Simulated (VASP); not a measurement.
Wanted: the native input for a VASP 6.6.1 run.

| Property | Result |
| --- | --- |
| Task | single point |
| Functional | PBE |
| Potentials or basis | VASP PAW PBE potentials, release 64 (B, P) |
| Cutoff | 520 eV |
| k mesh | 10 × 10 × 10 |
| Occupations | gaussian, width 0.02 eV |
| Spin | no spin polarisation |
| Dipole correction | no |
| Further INCAR settings | ALGO = Normal; EDIFF = 1e-07; NBANDS = 11 |

The structure of BP lies in POSCAR:

```
BP
1.0
    0.0000000000      2.2037717178      2.2037717178
    2.2037717178      0.0000000000      2.2037717178
    2.2037717178      2.2037717178      0.0000000000
B P
1 1
Direct
    0.0000000000      0.0000000000      0.0000000000
    0.2500000000      0.2500000000      0.2500000000
```

This cell differs from its parent crystal: volume scaled by 0.91.

The input as run:

INCAR

```
PREC = Accurate
ENCUT = 520
EDIFF = 1E-7
ISMEAR = 0
SIGMA = 0.02
LREAL = F
LASPH = T
NELM = 60
ALGO = Normal
ISIF = 2
LWAVE = F
LCHARG = T
GGA = PE
LELF = T
LVHAR = T
NBANDS = 11
```

KPOINTS

```
regular mesh
0
Gamma
  10 10 10
```

Potentials or basis: VASP PAW PBE potentials, release 64 (B, P).

Launch:

```bash
$ cat potpaw_PBE.64/B/POTCAR potpaw_PBE.64/P/POTCAR > POTCAR
$ mpirun -np 1 vasp_std > vasp.out
```

Results of the run:

The pressure is 18.0 GPa. The band gap on the k mesh is 1.12 eV, indirect (least direct gap 3.55 eV).

Run time: 26 s on 1 thread of AMD EPYC 7571, on a shared host, peak memory 0.1 GiB.
